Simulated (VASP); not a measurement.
# MgB2 (P6/mmm) in VASP: single point with PBE

Aim: the single point of MgB2 with PBE.

Program: VASP 6.6.1. These are calculated values, not measurements. Logs are shortened: lines on timing, memory, paths and dates and some standing lists are left out, and cuts for length are marked.

## (1) The cell of the first run

The structure is hexagonal, space group P6/mmm (No. 191). Conventional cell: a = 3.085 Å, b = 3.085 Å, c = 3.523 Å, α = 90.00°, β = 90.00°, γ = 120.00°. Mg (site symmetry 6/mmm) has 12 B at 2.51 Å and 6 Mg at 3.08 to 3.09 Å within 3.3 Å. B (site symmetry -6m2) has 3 B at 1.78 Å within 2.4 Å.

## (2) Single point, PBE

INCAR reads:

```
SYSTEM = MgB2
PREC = Accurate
ENCUT = 600
EDIFF = 1E-6
ISMEAR = -1
SIGMA = 0.15
LREAL = .FALSE.
LASPH = .TRUE.
NELM = 120
ALGO = Normal
ISIF = 2
LWAVE = .FALSE.
LCHARG = .FALSE.
GGA = PE
NBANDS = 11
GGA_COMPAT = .FALSE.
```

KPOINTS reads:

```
regular mesh
0
G
  8 8 6
  0 0 0
```

POSCAR reads:

```
MgB2
1.0
    3.0850000000      0.0000000000      0.0000000000
   -1.5425000000      2.6716883707      0.0000000000
    0.0000000000      0.0000000000      3.5230000000
Mg B
1 2
Direct
    0.0000000000      0.0000000000      0.0000000000
    0.3333330000      0.6666670000      0.5000000000
    0.6666670000      0.3333330000      0.5000000000
```

Potentials or basis: VASP PAW PBE potentials, release 64 (Mg, B).

Run with:

```
> cat potpaw_PBE.64/Mg/POTCAR potpaw_PBE.64/B/POTCAR > POTCAR
> mpirun -np 1 vasp_std > vasp.out
```

OUTCAR:

```text
SYSTEM = MgB2
   PREC = Accurate
   ENCUT = 600
   EDIFF = 1E-6
   ISMEAR = -1
   LREAL = .FALSE.
   LASPH = .TRUE.
   NELM = 120
   ISIF = 2
   GGA = PE

 ion  position               nearest neighbor table
   1  0.000  0.000  0.000-   2 2.51   3 2.51   2 2.51   3 2.51   3 2.51   3 2.51   2 2.51   2 2.51
                             3 2.51   3 2.51   2 2.51   2 2.51
   2  0.333  0.667  0.500-   3 1.78   3 1.78   3 1.78   1 2.51   1 2.51   1 2.51   1 2.51   1 2.51
                             1 2.51
   3  0.667  0.333  0.500-   2 1.78   2 1.78   2 1.78   1 2.51   1 2.51   1 2.51   1 2.51   1 2.51
                             1 2.51

  LATTYP: Found a hexagonal cell.
 ALAT       =     3.0850000000
 C/A-ratio  =     1.1419773096

  Lattice vectors:

 A1 = (   3.0850000000,   0.0000000000,   0.0000000000)
 A2 = (  -1.5425000000,   2.6716883707,   0.0000000000)
 A3 = (   0.0000000000,   0.0000000000,   3.5230000000)

Analysis of symmetry for initial positions (statically):
=====================================================================
 Subroutine PRICEL returns:
 Original cell was already a primitive cell.

 Routine SETGRP: Setting up the symmetry group for a
 hexagonal supercell.

 Subroutine GETGRP returns: Found 24 space group operations
 (whereof 24 operations were pure point group operations)
 out of a pool of 24 trial point group operations.

The static configuration has the point symmetry D_6h.

Analysis of symmetry for dynamics (positions and initial velocities):
=====================================================================
 Subroutine PRICEL returns:
 Original cell was already a primitive cell.

 Routine SETGRP: Setting up the symmetry group for a
 hexagonal supercell.

 Subroutine GETGRP returns: Found 24 space group operations
 (whereof 24 operations were pure point group operations)
 out of a pool of 24 trial point group operations.

The dynamic configuration has the point symmetry D_6h.

 Subroutine INISYM returns: Found 24 space group operations
 (whereof 24 operations are pure point group operations),
 and found     1 'primitive' translations

----------------------------------------------------------------------------------------

                                     Primitive cell

  volume of cell :      29.0371

  direct lattice vectors                    reciprocal lattice vectors
     3.085000000  0.000000000  0.000000000     0.324149109  0.187147575  0.000000000
    -1.542500000  2.671688371  0.000000000     0.000000000  0.374295150  0.000000000
     0.000000000  0.000000000  3.523000000     0.000000000  0.000000000  0.283848992

  length of vectors
     3.085000000  3.085000000  3.523000000     0.374295150  0.374295150  0.283848992

  position of ions in fractional coordinates (direct lattice)
     0.000000000  0.000000000  0.000000000
     0.333333000  0.666667000  0.500000000
     0.666667000  0.333333000  0.500000000

  ion indices of the primitive-cell ions
   primitive index   ion index
                 1           1
                 2           2
                 3           3

----------------------------------------------------------------------------------------

 KPOINTS: regular mesh

Automatic generation of k-mesh.
 Grid dimensions read from file:
 generate k-points for:    8    8    6

 Generating k-lattice:

  Cartesian coordinates                     Fractional coordinates (reciprocal lattice)
     0.040518639  0.023393447  0.000000000     0.125000000  0.000000000  0.000000000
     0.000000000  0.046786894  0.000000000     0.000000000  0.125000000  0.000000000
     0.000000000  0.000000000  0.047308165     0.000000000  0.000000000  0.166666667

  Length of vectors
     0.046786894  0.046786894  0.047308165

  Shift w.r.t. Gamma in fractional coordinates (k-lattice)
     0.000000000  0.000000000  0.000000000

 Subroutine IBZKPT returns following result:
 ===========================================

 Found     40 irreducible k-points:

 Following reciprocal coordinates:
            Coordinates               Weight
  0.000000  0.000000  0.000000      1.000000
  0.125000  0.000000  0.000000      6.000000
  0.250000  0.000000  0.000000      6.000000
  0.375000  0.000000  0.000000      6.000000
  0.500000  0.000000  0.000000      3.000000
  0.125000  0.125000  0.000000      6.000000
[... 16 lines left out ...]
  0.250000  0.000000  0.333333     12.000000
  0.375000  0.000000  0.333333     12.000000
 [... further k-points ...]
   k-points           NKPTS =     40   k-points in BZ     NKDIM =     40   number of bands    NBANDS=     11
   number of dos      NEDOS =    301   number of ions     NIONS =      3
   total plane-waves  NPLWV =  21952
   dimension x,y,z NGX =    28 NGY =   28 NGZ =   28
   dimension x,y,z NGXF=    56 NGYF=   56 NGZF=   56
   ions per type =               1   2
   NGX,Y,Z   is equivalent  to a cutoff of  15.09, 15.09, 13.21 a.u.
   NGXF,Y,Z  is equivalent  to a cutoff of  30.18, 30.18, 26.43 a.u.
 SYSTEM =  MgB2
   PREC   = accura    normal or accurate (medium, high low for compatibility)
   ISTART =      0    job   : 0-new  1-cont  2-samecut
   ICHARG =      2    charge: 1-file 2-atom 10-const
   ISPIN  =      1    spin polarized calculation?
   LNONCOLLINEAR =      F non collinear calculations
   LSORBIT =      F    spin-orbit coupling
   LASPH  =      T    aspherical Exc in radial PAW
   ENCUT  =  600.0 eV  44.10 Ry    6.64 a.u.   6.16  6.16  7.04*2*pi/ulx,y,z
   NELM   =    120;   NELMIN=  2; NELMDL= -5     # of ELM steps
   EDIFF  = 0.1E-05   stopping-criterion for ELM
   LREAL  =      F    real-space projection
   EDIFFG = 0.1E-04   stopping-criterion for IOM
   NSW    =      0    number of steps for IOM
   IBRION =     -1    ionic relax: 0-MD 1-quasi-New 2-CG
   NFREE  =      0    steps in history (QN), initial steepest desc. (CG)
   ISIF   =      2    stress and relaxation
   ISYM   =      2    0-nonsym 1-usesym 2-fastsym
   POTIM  = 0.5000    time-step for ionic-motion
   TEBEG  =    0.0;   TEEND  =   0.0 temperature during run
   PSTRESS=    0.0 pullay stress
   NELECT =       8.0000    total number of electrons
   NUPDOWN=      -1.0000    fix difference up-down
   EMIN   =  10.00;   EMAX   =-10.00  energy-range for DOS
   EFERMI =   0.00;   METHOD = LEGACY
   ISMEAR =    -1;   SIGMA  =   0.15  broadening in eV -4-tet -1-fermi 0-gaus
   EFERMI_NEDOS =   21; number of points for ismear=-14 and -15
   IALGO  =     38    algorithm
   IMIX   =      4    mixing-type and parameters
     AMIX     =   0.40;   BMIX     =  1.00
     AMIX_MAG =   1.60;   BMIX_MAG =  1.00
  volume/ion in A,a.u.               =       9.68        65.32
  Fermi-wavevector in a.u.,A,eV,Ry     =   1.065255  2.013040 15.439462  1.134768
  Thomas-Fermi vector in A             =   2.200801
   LORBIT       =      0    0 simple, 1 ext, 2 COOP (PROOUT), +10 PAW based schemes
   GGA     = PE    functional components
   LHFCALC =     F    Hartree Fock is set to
   AEXX    =    0.0000 exact exchange contribution
   IVDW    =     0    specifies the selected vdW correction
   LEPSILON=     F    determine dielectric tensor
   LRPA    =     F    only Hartree local field effects (RPA)
 non-spin polarized calculation
  energy-cutoff  :      600.00
  volume of cell :       29.04
 maximum number of plane-waves:       986
 NGX is ok and might be reduce to    28
   NGX = 13   NGY = 13   NGZ = 15

 number of electron       8.0000000 magnetization

 Free energy of the ion-electron system (eV)
  ---------------------------------------------------
  ext. energy  EPLUGINS =         0.00000000
  ---------------------------------------------------
  free energy    TOTEN  =       -15.34864018 eV

  energy without entropy =      -15.29191350  energy(sigma->0) =      -15.32027684

 E-fermi :   5.2472     XC(G=0): -10.9118

 val. band max:        5.1873325584   @ k =   0.2500   0.2500   0.5000
 cond. band min:       5.2974045004   @ k =   0.1250   0.0000   0.3333
 fundamental gap:      0.1100719420
 Fermi energy:         5.2471630668

 k-point     1 :       0.0000    0.0000    0.0000
  band No.  band energies     occupation
      1      -7.1549      2.00000
      2       2.3266      2.00000
      3       5.6162      0.15734
      4       5.6163      0.15727
      5       6.9176      0.00003
      6      11.5563      0.00000
      7      11.5563      0.00000
      8      13.3334      0.00000
      9      15.1881      0.00000
     10      17.9103      0.00000
     11      21.4067      0.00000

 k-point     2 :       0.1250    0.0000    0.0000
  band No.  band energies     occupation
      1      -6.8841      2.00000
      2       2.5907      2.00000
      3       4.3510      1.99493
      4       5.0398      1.59881
      5       7.1643      0.00001
      6      11.3020      0.00000
      7      12.6779      0.00000
      8      13.9270      0.00000
      9      14.2614      0.00000
     10      19.1864      0.00000
     11      20.3018      0.00000

 k-point     3 :       0.2500    0.0000    0.0000
  band No.  band energies     occupation
      1      -6.0790      2.00000
      2       1.8730      2.00000
      3       3.3672      1.99999
      4       4.0550      1.99929
      5       7.8863      0.00000
      6      10.5852      0.00000
      7      12.0772      0.00000
      8      14.5188      0.00000
      9      15.2319      0.00000
     10      19.1742      0.00000
     11      19.4250      0.00000
[... 267 lines left out ...]
 k-point    23 :       0.2500    0.0000    0.3333
  band No.  band energies     occupation
      1      -5.2971      2.00000
      2      -0.0415      2.00000
      3       2.3383      2.00000
      4       4.2891      1.99664
      5       9.0587      0.00000
      6      11.1543      0.00000
      7      13.6844      0.00000
      8      15.4782      0.00000
      9      15.8759      0.00000
     10      16.2535      0.00000
     11      17.1076      0.00000

 k-point    24 :       0.3750    0.0000    0.3333
  band No.  band energies     occupation
      1      -4.0439      2.00000
      2      -0.0982      2.00000
      3       1.3326      2.00000
      4       3.5571      1.99997
      5       6.3750      0.00108
      6      10.6837      0.00000
      7      14.5017      0.00000
      8      15.0287      0.00000
      9      15.5204      0.00000
     10      18.2332      0.00000
     11      18.7178      0.00000

 [... further k-points ...]

------------------------ aborting loop because EDIFF is reached ----------------------------------------

  FORCE on cell =-STRESS in cart. coord.  units (eV):
  Direction    XX          YY          ZZ          XY          YZ          ZX
  --------------------------------------------------------------------------------------
  -------------------------------------------------------------------------------------
  Total       -0.2297494     -0.2297494     -0.1645311     -0.0000000      0.0000000      0.0000000
  in kB      -12.6768527    -12.6768527     -9.0783073     -0.0000000      0.0000000      0.0000000
  external PRESSURE =     -11.4773376 kB  Pullay stress =       0.0000000 kB

 VOLUME and BASIS-vectors are now :
 -----------------------------------------------------------------------------
  energy-cutoff  :      600.00
  volume of cell :       29.04
      direct lattice vectors                 reciprocal lattice vectors
     3.085000000  0.000000000  0.000000000     0.324149109  0.187147575  0.000000000
    -1.542500000  2.671688371  0.000000000     0.000000000  0.374295150  0.000000000
     0.000000000  0.000000000  3.523000000     0.000000000  0.000000000  0.283848992

 POSITION                                       TOTAL-FORCE (eV/Angst)
 -----------------------------------------------------------------------------------
      0.00000      0.00000      0.00000        -0.000000     -0.000000      0.000000
     -0.00000      1.78113      1.76150         0.000000     -0.000000      0.000000
      1.54250      0.89056      1.76150        -0.000000      0.000000      0.000000
 -----------------------------------------------------------------------------------
    total drift:                                0.000000     -0.000000      0.000000

  FREE ENERGIE OF THE ION-ELECTRON SYSTEM (eV)
  ---------------------------------------------------
  free  energy   TOTEN  =       -15.3486401806 eV

  energy  without entropy=      -15.2919134956  energy(sigma->0) =      -15.32027684
```

Wall time 14 s (1 thread of Intel Xeon 6975P-C, shared host); peak memory 0.16 GiB.

What came out:

```
Free energy            : -15.3486 eV
Pressure               : -1.1 GPa
Band gap on the k mesh : zero (band 4 reaches 6.37 eV, above the bottom of band 5 at 3.82 eV)
```

Levels at points of the mesh, in eV from the Fermi level:
```csv
k point,band 1,band 2,band 3,band 4,band 5,band 6,band 7,band 8
"(0.00, 0.00, 0.00)",-12.40,-2.92,0.37,0.37,1.67,6.31,6.31,8.09
"(0.50, 0.00, 0.00)",-8.52,-7.81,-2.16,0.23,3.09,3.88,5.34,7.11
"(0.00, 0.00, 0.50)",-11.13,-7.40,0.74,0.74,6.64,6.64,7.96,9.84
"(0.50, 0.00, 0.50)",-7.55,-6.91,-3.54,-1.87,-1.28,5.70,8.77,8.92
```
